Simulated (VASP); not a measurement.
F:

```
F
1.0
     2.47285   -1.61043    0.00000
     2.47285    1.61043    0.00000
     0.00000    0.00000    6.54497
F
4
Direct
  0.90542 0.09458 0.09639
  0.59458 0.40542 0.59639
  0.40542 0.59458 0.40361
  0.09458 0.90542 0.90361
```

Base run:

```yaml
Program: VASP 6.6.1
Functional: PBE
Potentials_or_basis: VASP PAW PBE potentials, release 64 (F)
Cutoff: 520 eV
k_mesh: 8 × 8 × 4
Occupations: gaussian, width 0.01 eV
Spin: no spin polarisation
```

Its results: band gap on the k mesh 2.87 eV; electronic dielectric tensor (diagonal) 1.60, 1.85, 2.64.

**Question.** The run is repeated on the same cell with these changes: functional from PBE to r2SCAN; cutoff from 520 eV to 580 eV. What comes out?

**Answer.** Band gap on the k mesh 3.71 eV; electronic dielectric tensor (diagonal) 1.55, 1.72, 2.35.

A k mesh can miss the band edges.
